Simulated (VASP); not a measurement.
**InP: relaxation of cell and atoms with PBE**

Crystal: InP.

```xyz
4
Lattice="3.9176 0.0000 0.0000 -1.9588 3.3927 0.0000 0.0000 0.0000 6.3918" Properties=species:S:1:pos:R:3 pbc="T T T"
In    0.0000    0.0000    0.0000
In    0.0000    2.2618    3.1959
P     1.9588    1.1309    1.5979
P     1.9588    1.1309    4.7938
```

- Program: VASP 6.6.1
- Task: relaxation of cell and atoms
- Functional: PBE
- Potentials or basis: VASP PAW PBE potentials, release 64 (In_d, P)
- Cutoff: 600 eV
- k mesh: 12 × 12 × 6
- Occupations: gaussian, width 0.1 eV
- Spin: no spin polarisation
- Dipole correction: no
- Further INCAR settings: ALGO = Normal; EDIFF = 1e-06; IBRION = 2; EDIFFG = -0.01; NSW = 65; ISIF = 3

```
Relaxed volume                        : 22.07 Å³/atom
Relaxed cell                          : a = 3.988 Å, b = 3.988 Å, c = 6.410 Å, α = 90.00°, β = 90.00°, γ = 120.00°
Space group after relaxing (to 0.1 Å) : P6_3/mmc (No. 194)
Energy gained by relaxing             : 6.5 meV/atom
Ionic steps                           : 6
Pressure after relaxing               : 0.0 GPa
Band gap on the k mesh                : zero (bands 18 and 19 overlap by 1.64 eV)
```

Step by step:
| step | energy change (eV) | largest force (eV/Å) | pressure (GPa) | volume (Å³) |
| --- | --- | --- | --- | --- |
| 1 | 0.0000 | 0.0000 | 2.52 | 84.96 |
| 2 | -0.0213 | 0.0000 | -0.79 | 89.13 |
| 3 | -0.0239 | 0.0000 | 0.00 | 88.07 |
| 4 | -0.0238 | 0.0000 | -0.07 | 88.13 |
| 5 | -0.0253 | 0.0000 | -0.06 | 88.20 |
| 6 | -0.0260 | 0.0000 | -0.04 | 88.28 |

Final structure:
```yaml
crystal:
  lattice:
    - [3.98787, 0.00000, 0.00000]
    - [-1.99393, 3.45360, 0.00000]
    - [0.00000, 0.00000, 6.40987]
  atoms:
    - { symbol: In, position: [0.00000, 0.00000, 0.00000] }
    - { symbol: In, position: [0.33333, 0.66667, 0.50000] }
    - { symbol: P, position: [0.66667, 0.33333, 0.25000] }
    - { symbol: P, position: [0.66667, 0.33333, 0.75000] }
```

Levels at points of the mesh, in eV from the Fermi level:
```csv
k point,band 14,band 15,band 16,band 17,band 18,band 19,band 20,band 21,band 22
"(0.00, 0.00, 0.00)",-1.09,-1.09,-0.75,0.24,0.24,0.47,2.96,2.96,3.26
"(0.50, 0.00, 0.00)",-4.69,-3.66,-3.21,-2.67,-0.21,1.30,1.65,2.86,2.97
"(0.00, 0.00, 0.50)",-3.99,-0.57,-0.57,-0.57,-0.57,1.02,1.02,4.46,4.46
"(0.50, 0.00, 0.50)",-6.01,-2.11,-2.11,-1.78,-1.78,0.07,0.07,3.24,3.24
```

Run time: 16 min on 1 thread of Intel Xeon 8259CL (shared host), peak memory 0.34 GiB.

Caveat: spin-orbit coupling is left out, which moves the levels of the heavy elements.
